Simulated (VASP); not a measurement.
# NiO (Fm-3m) in VASP: further runs

NiO is run at these levels: r2SCAN+D4, PBEsol+D4, revPBE; tasks: single point.

Program: VASP 6.6.1. These are calculated values, not measurements. Logs are shortened: lines on timing, memory, paths and dates and some standing lists are left out, and cuts for length are marked.

**What was measured.**

“Local correlations, non-local screening, multiplets, and band formation in NiO”, 2012, arxiv:1210.6675 quotes, for a bulk crystal of NiO: band gap 4.3 eV.

How close the calculation comes is told below.

### 1 The cell of the first run

The structure is cubic, space group Fm-3m (No. 225). Conventional cell: a = 4.179 Å, b = 4.179 Å, c = 4.179 Å, α = 90.00°, β = 90.00°, γ = 90.00°. Within 2.8 Å of Ni (site symmetry m-3m) lie 6 O at 2.09 Å. Within 2.8 Å of O (site symmetry m-3m) lie 6 Ni at 2.09 Å.

### 2 Single point, r2SCAN+D4, collinear spin, ferromagnetic start

Input file POSCAR:

```
NiO
1.0
    0.0000000000      2.0894061025      2.0894061025
    2.0894061025      0.0000000000      2.0894061025
    2.0894061025      2.0894061025      0.0000000000
Ni O
1 1
Direct
    0.0000000000      0.0000000000      0.0000000000
    0.5000000000      0.5000000000      0.5000000000
```

Input file INCAR.step1:

```
PREC     = Accurate       # precision mode
ENCUT    = 520            # plane-wave cutoff, eV
ISMEAR   = -1             # smearing method
SIGMA    = 0.05           # smearing width, eV
LREAL    = F              # projectors in reciprocal space
LASPH    = T              # aspherical terms in the spheres
NELM     = 150            # most SCF steps
ISPIN    = 2              # spin polarisation
MAGMOM   = 1 0            # initial moments
LMAXMIX  = 4              # l up to which the mixer works
NBANDS   = 19             # bands
GGA      = PE             # functional
ALGO     = Normal         # electronic algorithm
EDIFF    = 1E-4           # SCF threshold, eV
LWAVE    = T              # write WAVECAR
LCHARG   = F              # write CHGCAR
```

Input file INCAR.step2:

```
PREC     = Accurate       # precision mode
ENCUT    = 520            # plane-wave cutoff, eV
EDIFF    = 1E-6           # SCF threshold, eV
ISMEAR   = -1             # smearing method
SIGMA    = 0.05           # smearing width, eV
LREAL    = F              # projectors in reciprocal space
LASPH    = T              # aspherical terms in the spheres
NELM     = 150            # most SCF steps
ALGO     = Normal         # electronic algorithm
ISIF     = 2              # what is computed and relaxed
LWAVE    = F              # write WAVECAR
LCHARG   = F              # write CHGCAR
ISPIN    = 2              # spin polarisation
MAGMOM   = 1 0            # initial moments
LORBIT   = 11             # projections on sites
LMAXMIX  = 4              # l up to which the mixer works
METAGGA  = R2SCAN         # meta-GGA
LMIXTAU  = T            
IVDW     = 13             # dispersion correction
VDW_S6   = 1.0          
VDW_S8   = 0.6018749    
VDW_A1   = 0.51559235   
VDW_A2   = 5.77342911   
NBANDS   = 19             # bands
ISTART   = 1
```

Input file KPOINTS:

```
Automatic mesh
0
Gamma
  11 11 11
```

Potentials or basis: VASP PAW PBE potentials, release 64 (Ni, O).

On the command line:

```console
$ cat potpaw_PBE.64/Ni/POTCAR potpaw_PBE.64/O/POTCAR > POTCAR
$ cp INCAR.step1 INCAR
$ mpirun -np 1 vasp_std > vasp.out
$ cp INCAR.step2 INCAR
$ mpirun -np 1 vasp_std > vasp.out
```

OUTCAR:

```text
PREC = Accurate
   ENCUT = 520
   EDIFF = 1E-6
   ISMEAR = -1
   LREAL = F
   LASPH = T
   NELM = 150
   ISIF = 2
   ISPIN = 2
   LORBIT = 11
   METAGGA = R2SCAN
   IVDW = 13
   ISTART = 1

 ion  position               nearest neighbor table
   1  0.000  0.000  0.000-   2 2.09   2 2.09   2 2.09   2 2.09   2 2.09   2 2.09
   2  0.500  0.500  0.500-   1 2.09   1 2.09   1 2.09   1 2.09   1 2.09   1 2.09

  LATTYP: Found a face centered cubic cell.
 ALAT       =     4.1788122050

  Lattice vectors:

 A1 = (   0.0000000000,   2.0894061025,   2.0894061025)
 A2 = (   2.0894061025,   0.0000000000,   2.0894061025)
 A3 = (   2.0894061025,   2.0894061025,   0.0000000000)

Analysis of symmetry for initial positions (statically):
=====================================================================
 Subroutine PRICEL returns:
 Original cell was already a primitive cell.

 Routine SETGRP: Setting up the symmetry group for a
 face centered cubic supercell.

 Subroutine GETGRP returns: Found 48 space group operations
 (whereof 48 operations were pure point group operations)
 out of a pool of 48 trial point group operations.

The static configuration has the point symmetry O_h .

Analysis of symmetry for dynamics (positions and initial velocities):
=====================================================================
 Subroutine PRICEL returns:
 Original cell was already a primitive cell.

 Routine SETGRP: Setting up the symmetry group for a
 face centered cubic supercell.

 Subroutine GETGRP returns: Found 48 space group operations
 (whereof 48 operations were pure point group operations)
 out of a pool of 48 trial point group operations.

The dynamic configuration has the point symmetry O_h .

Analysis of structural, dynamic, and magnetic symmetry:
=====================================================================
 Subroutine PRICEL returns:
 Original cell was already a primitive cell.

 Routine SETGRP: Setting up the symmetry group for a
 face centered cubic supercell.

 Subroutine GETGRP returns: Found 48 space group operations
 (whereof 48 operations were pure point group operations)
 out of a pool of 48 trial point group operations.

The overall configuration has the point symmetry O_h .

 Subroutine INISYM returns: Found 48 space group operations
 (whereof 48 operations are pure point group operations),
 and found     1 'primitive' translations

----------------------------------------------------------------------------------------

                                     Primitive cell

  volume of cell :      18.2431

  direct lattice vectors                    reciprocal lattice vectors
     0.000000000  2.089406102  2.089406102    -0.239302450  0.239302450  0.239302450
     2.089406102  0.000000000  2.089406102     0.239302450 -0.239302450  0.239302450
     2.089406102  2.089406102  0.000000000     0.239302450  0.239302450 -0.239302450

  length of vectors
     2.954866447  2.954866447  2.954866447     0.414484002  0.414484002  0.414484002

  position of ions in fractional coordinates (direct lattice)
     0.000000000  0.000000000  0.000000000
     0.500000000  0.500000000  0.500000000

  ion indices of the primitive-cell ions
   primitive index   ion index
                 1           1
                 2           2

----------------------------------------------------------------------------------------

 KPOINTS: Automatic mesh

Automatic generation of k-mesh.
 Grid dimensions read from file:
 generate k-points for:   11   11   11

 Generating k-lattice:

  Cartesian coordinates                     Fractional coordinates (reciprocal lattice)
    -0.021754768  0.021754768  0.021754768     0.090909091  0.000000000  0.000000000
     0.021754768 -0.021754768  0.021754768     0.000000000  0.090909091  0.000000000
     0.021754768  0.021754768 -0.021754768     0.000000000  0.000000000  0.090909091

  Length of vectors
     0.037680364  0.037680364  0.037680364

  Shift w.r.t. Gamma in fractional coordinates (k-lattice)
     0.000000000  0.000000000  0.000000000

 Subroutine IBZKPT returns following result:
 ===========================================

 Found     56 irreducible k-points:

 Following reciprocal coordinates:
            Coordinates               Weight
  0.000000  0.000000  0.000000      1.000000
  0.090909  0.000000  0.000000      8.000000
  0.181818  0.000000  0.000000      8.000000
  0.272727  0.000000  0.000000      8.000000
  0.363636  0.000000  0.000000      8.000000
  0.454545  0.000000  0.000000      8.000000
[... 16 lines left out ...]
 -0.272727  0.181818  0.000000     24.000000
 -0.181818  0.181818  0.000000     12.000000
 [... further k-points ...]
   k-points           NKPTS =     56   k-points in BZ     NKDIM =     56   number of bands    NBANDS=     19
   number of dos      NEDOS =    301   number of ions     NIONS =      2
   total plane-waves  NPLWV =  13824
   dimension x,y,z NGX =    24 NGY =   24 NGZ =   24
   dimension x,y,z NGXF=    48 NGYF=   48 NGZF=   48
   ions per type =               1   1
   NGX,Y,Z   is equivalent  to a cutoff of  13.50, 13.50, 13.50 a.u.
   NGXF,Y,Z  is equivalent  to a cutoff of  27.01, 27.01, 27.01 a.u.
 SYSTEM =  unknown system
   PREC   = accura    normal or accurate (medium, high low for compatibility)
   ISTART =      1    job   : 0-new  1-cont  2-samecut
   ICHARG =      0    charge: 1-file 2-atom 10-const
   ISPIN  =      2    spin polarized calculation?
   LNONCOLLINEAR =      F non collinear calculations
   LSORBIT =      F    spin-orbit coupling
   LASPH  =      T    aspherical Exc in radial PAW
   ENCUT  =  520.0 eV  38.22 Ry    6.18 a.u.   5.49  5.49  5.49*2*pi/ulx,y,z
   NELM   =    150;   NELMIN=  2; NELMDL=  0     # of ELM steps
   EDIFF  = 0.1E-05   stopping-criterion for ELM
   LREAL  =      F    real-space projection
   EDIFFG = 0.1E-04   stopping-criterion for IOM
   NSW    =      0    number of steps for IOM
   IBRION =     -1    ionic relax: 0-MD 1-quasi-New 2-CG
   NFREE  =      0    steps in history (QN), initial steepest desc. (CG)
   ISIF   =      2    stress and relaxation
   ISYM   =      2    0-nonsym 1-usesym 2-fastsym
   POTIM  = 0.5000    time-step for ionic-motion
   TEBEG  =    0.0;   TEEND  =   0.0 temperature during run
   PSTRESS=    0.0 pullay stress
   NELECT =      16.0000    total number of electrons
   NUPDOWN=      -1.0000    fix difference up-down
   EMIN   =  10.00;   EMAX   =-10.00  energy-range for DOS
   EFERMI =   0.00;   METHOD = LEGACY
   ISMEAR =    -1;   SIGMA  =   0.05  broadening in eV -4-tet -1-fermi 0-gaus
   EFERMI_NEDOS =   21; number of points for ismear=-14 and -15
   IALGO  =     38    algorithm
   IMIX   =      4    mixing-type and parameters
     AMIX     =   0.40;   BMIX     =  1.00
     AMIX_MAG =   1.60;   BMIX_MAG =  1.00
  volume/ion in A,a.u.               =       9.12        61.56
  Fermi-wavevector in a.u.,A,eV,Ry     =   1.567047  2.961289 33.410952  2.455636
  Thomas-Fermi vector in A             =   2.669285
   LORBIT       =     11    0 simple, 1 ext, 2 COOP (PROOUT), +10 PAW based schemes
   METAGGA = R2SCAN    functional components
   LHFCALC =     F    Hartree Fock is set to
   AEXX    =    0.0000 exact exchange contribution
   IVDW    =    13    specifies the selected vdW correction
   LEPSILON=     F    determine dielectric tensor
   LRPA    =     F    only Hartree local field effects (RPA)
 spin polarized calculation
  energy-cutoff  :      520.00
  volume of cell :       18.24
 maximum number of plane-waves:       531
 NGX is ok and might be reduce to    24
   NGX = 11   NGY = 11   NGZ = 11

 number of electron      16.0000004 magnetization       2.0000207

 Free energy of the ion-electron system (eV)
  ---------------------------------------------------
  ext. energy  EPLUGINS =         0.00000000
  ---------------------------------------------------
  free energy    TOTEN  =       -20.11009717 eV

  energy without entropy =      -20.11009198  energy(sigma->0) =      -20.11009457

 E-fermi :   7.8859     XC(G=0): -13.3977

 val. band max:        7.4617549073   @ k =   0.4545   0.0000   0.0000
 cond. band min:       8.2154316050   @ k =   0.0000   0.0000   0.0000
 fundamental gap:      0.7536766977
 Fermi energy:         7.8859236792

 spin component 1

 k-point     1 :       0.0000    0.0000    0.0000
  band No.  band energies     occupation
      1     -13.5826      1.00000
      2       3.5110      1.00000
      3       3.5110      1.00000
      4       4.3986      1.00000
      5       4.3987      1.00000
      6       4.3987      1.00000
[... 11 lines left out ...]
     18      34.3241      0.00000
     19      34.3243      0.00000
[... 485 lines left out ...]
 k-point    24 :      -0.1818    0.1818    0.0000
  band No.  band energies     occupation
      1     -12.7805      1.00000
      2       0.8403      1.00000
      3       1.6053      1.00000
      4       2.6454      1.00000
      5       4.2225      1.00000
      6       4.7028      1.00000
[... 11 lines left out ...]
     18      39.5228      0.00000
     19      40.6618      0.00000

 [... further k-points ...]

 spin component 2

 k-point     1 :       0.0000    0.0000    0.0000
  band No.  band energies     occupation
      1     -13.0502      1.00000
      2       5.2828      1.00000
      3       5.2831      1.00000
      4       5.2832      1.00000
      5       5.3915      1.00000
      6       5.3915      1.00000
[... 11 lines left out ...]
     18      35.3434      0.00000
     19      35.3444      0.00000
[... 485 lines left out ...]
 k-point    24 :      -0.1818    0.1818    0.0000
  band No.  band energies     occupation
      1     -12.1973      1.00000
      2       1.6820      1.00000
      3       3.2802      1.00000
      4       3.7036      1.00000
      5       5.6154      1.00000
      6       6.2489      1.00000
[... 11 lines left out ...]
     18      40.2500      0.00000
     19      41.1107      0.00000

 [... further k-points ...]

------------------------ aborting loop because EDIFF is reached ----------------------------------------

  DFT-D4 for vdW energy calculation

  Edisp (eV):   -0.23385

  FORCE on cell =-STRESS in cart. coord.  units (eV):
  Direction    XX          YY          ZZ          XY          YZ          ZX
  --------------------------------------------------------------------------------------
  -------------------------------------------------------------------------------------
  Total       0.01195     0.01195     0.01195    -0.00000     0.00000    -0.00000
  in kB       1.04922     1.04922     1.04922    -0.00000     0.00000    -0.00000
  external pressure =        1.05 kB  Pullay stress =        0.00 kB

 VOLUME and BASIS-vectors are now :
 -----------------------------------------------------------------------------
  energy-cutoff  :      520.00
  volume of cell :       18.24
      direct lattice vectors                 reciprocal lattice vectors
     0.000000000  2.089406102  2.089406102    -0.239302450  0.239302450  0.239302450
     2.089406102  0.000000000  2.089406102     0.239302450 -0.239302450  0.239302450
     2.089406102  2.089406102  0.000000000     0.239302450  0.239302450 -0.239302450

 POSITION                                       TOTAL-FORCE (eV/Angst)
 -----------------------------------------------------------------------------------
      0.00000      0.00000      0.00000        -0.000000      0.000000      0.000000
      2.08941      2.08941      2.08941         0.000000     -0.000000     -0.000000
 -----------------------------------------------------------------------------------
    total drift:                                0.000000     -0.000000     -0.000000

  FREE ENERGIE OF THE ION-ELECTRON SYSTEM (eV)
  ---------------------------------------------------
  free  energy   TOTEN  =       -20.3439467019 eV

  energy  without entropy=      -20.3439415161  energy(sigma->0) =      -20.34394411

 total charge

# of ion       s       p       d       tot
------------------------------------------
    1        0.336   0.418   8.172   8.926
    2        1.555   3.495   0.000   5.050
--------------------------------------------------
tot          1.891   3.913   8.172  13.976

 magnetization (x)

# of ion       s       p       d       tot
------------------------------------------
    1        0.011   0.012   1.670   1.693
    2        0.028   0.248   0.000   0.276
--------------------------------------------------
tot          0.039   0.260   1.670   1.969
```

It took 58 s on 1 thread of Intel Xeon 6975P-C (Granite Rapids), shared host; peak memory 0.18 GiB.

Results:

```yaml
Free_energy: -20.3439 eV
Pressure: 0.1 GPa
Band_gap_on_the_k_mesh: 0.75 eV, indirect (least direct gap 1.70 eV)
Net_moment: 2.00 μB per cell
Site_moments: Ni +1.69; O +0.28 μB
Valence_electrons_inside_the_program's_atomic_spheres: Ni 8.93; O 5.05
Dispersion_energy_per_atom: -0.117 eV
```

Levels at points of the mesh, in eV from the valence-band top:
Spin up:
| k point | band 5 | band 6 | band 7 | band 8 | band 9 | band 10 | band 11 | band 12 | band 13 | band 14 |
| --- | --- | --- | --- | --- | --- | --- | --- | --- | --- | --- |
| (0.00, 0.00, 0.00) | -3.06 | -3.06 | -2.76 | -2.76 | -2.76 | 2.22 | 18.85 | 19.70 | 19.70 | 19.70 |
Spin down:
```
           k point  band 3  band 4  band 5  band 6  band 7  band 8  band 9  band 10  band 11  band 12
(0.00, 0.00, 0.00)   -2.18   -2.18   -2.07   -2.07   -2.07    0.75    0.75     2.78    18.94    20.04
```

Caveat: the PAW data sets were made with another functional, which shifts forces and pressure a little; a cell with one magnetic atom can't hold antiferromagnetic order, which such compounds often take. r2SCAN opens gaps a little over a GGA but as a rule still falls short of measured ones.

(Part 1 of 2 ends here.)
